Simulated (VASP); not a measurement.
Write the native input for VASP 6.6.1 that does the following.

```yaml
Task: single point
Functional: PBE
Potentials_or_basis: VASP PAW PBE potentials, release 64 (Mn_pv, As)
Cutoff: 500 eV
k_mesh: 6 × 6 × 6
Occupations: gaussian, width 0.1 eV
Spin: collinear spin, ferromagnetic start
Starting_moments: "[1.26, 0.0] μB"
Dipole_correction: no
Further_INCAR_settings: ALGO = Normal; EDIFF = 1e-06; NBANDS = 20
```

The structure of MnAs lies in POSCAR:

```
MnAs
1.0
    0.0000000000      2.8403158586      2.8403158586
    2.8403158586      0.0000000000      2.8403158586
    2.8403158586      2.8403158586      0.0000000000
Mn As
1 1
Direct
    0.0000000000      0.0000000000      0.0000000000
    0.7500000000      0.7500000000      0.7500000000
```

These files were run (other wordings do the same):

INCAR

```
SYSTEM = MnAs
PREC = Accurate ; ENCUT = 500
EDIFF = 1E-6 ; ISMEAR = 0
SIGMA = 0.1 ; LREAL = .False.
LASPH = .True. ; NELM = 200
ALGO = Normal ; ISIF = 2
LWAVE = .False. ; LCHARG = .False.
ISPIN = 2 ; MAGMOM = 1.26 0
LORBIT = 11 ; LMAXMIX = 4
GGA = PE ; NBANDS = 20
GGA_COMPAT = .False.
```

KPOINTS

```
Automatic mesh
0
Gamma
  6 6 6
  0 0 0
```

Potentials or basis: VASP PAW PBE potentials, release 64 (Mn_pv, As).

Launch:

```console
$ cat potpaw_PBE.64/Mn_pv/POTCAR potpaw_PBE.64/As/POTCAR > POTCAR
$ mpirun -np 1 vasp_std > vasp.out
```

Results of the run:

```json
{
 "Pressure": "0.0 GPa",
 "Net moment": "3.81 μB per cell",
 "Site moments": "Mn +3.71; As -0.16 μB",
 "Valence electrons inside the program's atomic spheres": "Mn 11.49; As 2.83"
}
```

Caveat: a cell with one magnetic atom can't hold antiferromagnetic order, which such compounds often take.

It took 35 s on 1 thread of Intel(R) Xeon(R) Platinum 8559C (Emerald Rapids), on a shared host, peak memory 0.19 GiB.
